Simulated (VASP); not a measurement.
Input of a VASP 6.6.1 run:

The input INCAR:

```
ALGO = Normal ; DIPOL = 0.5 0.5 0.500
EDIFF = 1E-6 ; ENCUT = 510
GGA = PE ; GGA_COMPAT = False
IDIPOL = 3 ; ISIF = 2
ISMEAR = -1 ; ISPIN = 2
LASPH = True ; LCHARG = False
LDIPOL = True ; LMAXMIX = 4
LORBIT = 11 ; LREAL = False
LWAVE = False ; MAGMOM = 2 2 2 2 2
NBANDS = 54 ; NELM = 200
NELMDL = -8 ; PREC = Accurate
SIGMA = 0.05
```

The input KPOINTS:

```
k-points
0
Gamma
  12 12 1
```

Contents of POSCAR:

```
Co
1.0
    2.5190008694      0.0000000000      0.0000000000
   -1.2595004347      2.1815187451      0.0000000000
    0.0000000000      0.0000000000     23.1820000000
Co
5
Direct
    0.3333333333      0.6666666666      0.3235268743
    0.6666666667      0.3333333334      0.4117634371
    0.3333333333      0.6666666666      0.5000000000
    0.6666666667      0.3333333334      0.5882365629
    0.3333333333      0.6666666666      0.6764731257
```

Potentials or basis: VASP PAW PBE potentials, release 64 (Co_sv).

Command:

```bash
$ cat potpaw_PBE.64/Co_sv/POTCAR > POTCAR
$ mpirun -np 1 vasp_std > vasp.out
```

Task: Predict the net moment.

Result: 8.68 μB per cell.

Task: Predict the site moments.

Result: Co +1.83, +1.78, +1.73 (each value once) μB.

Forces on the atoms (eV/Å):
```
Co   0.000  0.000  0.546
Co   0.000  0.000 -0.339
Co   0.000  0.000  0.000
Co   0.000  0.000  0.339
Co   0.000  0.000 -0.546
```
